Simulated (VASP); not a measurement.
Wanted: the native input for a VASP 6.6.1 run.

| Quantity | Value |
| --- | --- |
| Task | relaxation of cell and atoms |
| Functional | LDA |
| Potentials or basis | VASP PAW LDA potentials, release 64 (Mn_pv, S) |
| Cutoff | 600 eV |
| k mesh | 16 × 16 × 16 |
| Occupations | gaussian, width 0.2 eV |
| Spin | no spin polarisation |
| Target pressure | 25 GPa |
| Dipole correction | no |
| Further INCAR settings | ALGO = Normal; EDIFF = 1e-07; IBRION = 2; EDIFFG = -0.001; NSW = 80; ISIF = 3 |

The structure of MnS lies in POSCAR:

```
MnS
1.0
    0.0000000000      2.3987929860      2.3987929860
    2.3987929860      0.0000000000      2.3987929860
    2.3987929860      2.3987929860      0.0000000000
Mn S
1 1
Direct
    0.0000000000      0.0000000000      0.0000000000
    0.7500000000      0.7500000000      0.7500000000
```

These files were run (other wordings do the same):

INCAR

```
SYSTEM = MnS
PREC     = Accurate       ! precision mode
ENCUT    = 600            ! plane-wave cutoff, eV
EDIFF    = 1E-7           ! SCF threshold, eV
ISMEAR   = 0              ! smearing method
SIGMA    = 0.2            ! smearing width, eV
LREAL    = .FALSE.        ! projectors in reciprocal space
LASPH    = .TRUE.         ! aspherical terms in the spheres
NELM     = 80             ! most SCF steps
ALGO     = Normal         ! electronic algorithm
ISIF     = 3              ! what is computed and relaxed
LWAVE    = .FALSE.        ! write WAVECAR
LCHARG   = .FALSE.        ! write CHGCAR
GGA      = CA             ! functional
IBRION   = 2              ! ionic algorithm
NSW      = 80             ! ionic steps
EDIFFG   = -0.001         ! ionic threshold
PSTRESS  = 250.0
```

KPOINTS

```
regular mesh
0
G
  16 16 16
  0 0 0
```

Potentials or basis: VASP PAW LDA potentials, release 64 (Mn_pv, S).

The run is started by

```sh
$ cat potpaw_LDA.64/Mn_pv/POTCAR potpaw_LDA.64/S/POTCAR > POTCAR
$ mpirun -np 1 vasp_std > vasp.out
```

It gave:

```yaml
Relaxed_volume: 12.84 Å³/atom
Relaxed_cell: a = 3.311 Å, b = 3.311 Å, c = 3.311 Å, α = 60.00°, β = 60.00°, γ = 60.00°
Space_group_after_relaxing_to_0.05_Å: F-43m (No. 216)
Energy_change_on_relaxing_the_enthalpy_is_what_falls: +97.4 meV/atom
Ionic_steps: 14
Pressure_after_relaxing: 25.0 GPa
```

Caveat: the cell is relaxed towards a set pressure, so the enthalpy falls and the energy may rise; the run has no spin polarisation, though such a crystal can be magnetic.

Run time: 5.4 min on 1 thread of Intel(R) Xeon(R) Platinum 8488C (Sapphire Rapids), with other jobs on the host, peak memory 0.2 GiB.
